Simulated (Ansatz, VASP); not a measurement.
**Zr in VASP and in Ansatz**

INCAR

```
SYSTEM = Zr
PREC = Accurate ; ENCUT = 500
EDIFF = 1E-7 ; ISMEAR = -1
SIGMA = 0.05 ; LREAL = .FALSE.
LASPH = .TRUE. ; NELM = 120
ALGO = Normal ; ISIF = 3
LWAVE = .FALSE. ; LCHARG = .FALSE.
GGA = CA ; IBRION = 2
NSW = 80 ; EDIFFG = -0.005
GGA_COMPAT = .FALSE. ; NELMIN = 4
```

File KPOINTS:

```
regular mesh
0
G
  8 8 8
  0 0 0
```

The input POSCAR:

```
Zr
1.0
   -1.8100000000      1.8100000000      1.8100000000
    1.8100000000     -1.8100000000      1.8100000000
    1.8100000000      1.8100000000     -1.8100000000
Zr
1
Direct
    0.0000000000      0.0000000000      0.0000000000
```

File input.yaml:

```yaml
crystal:
  lattice:
    - [-1.81, 1.81, 1.81]
    - [1.81, -1.81, 1.81]
    - [1.81, 1.81, -1.81]
  atoms:
    - { symbol: Zr, position: [0.0, 0.0, 0.0] }
kpoints:
  mp_grid: { grid: [8, 8, 8] }
scf:
  occupations: { method: fermi_dirac, width: 0.05 }
hamiltonian:
  xc: lda
  pseudopotentials: { kind: all_electron, lapw: { basis_error: 0.002 } }
output:
  forces: true
  stress: true
relax:
  f_tol: 0.005
  max_steps: 60
  cell: {}
```

Alike in both runs: task relaxation of cell and atoms; functional LDA; k mesh 8 × 8 × 8; occupations fermi-dirac, width 0.05 eV; no spin polarisation.

|  | VASP | Ansatz |
| --- | --- | --- |
| version | VASP 6.6.1 | Ansatz 0.2.0 |
| potentials or method | VASP PAW LDA potentials, release 64 (Zr_sv), cutoff 500 eV | all-electron LAPW, scalar-relativistic |

|  | VASP | Ansatz | Ansatz less VASP |
| --- | --- | --- | --- |
| relaxed volume (Å³/atom) | 21.29 | 21.28 | -0.008 |
| relaxed cell length with the largest relative difference (Å) | 3.024 | 3.024 | -0.0004 |

LDA's correlation is that of Perdew and Zunger in VASP and of Perdew and Wang (1992) in Ansatz. Ansatz ran all-electron here, and VASP with PAW potentials.

Noted on Ansatz's run: the k mesh is thin for a metal, which can move the energy by tens of meV per atom.
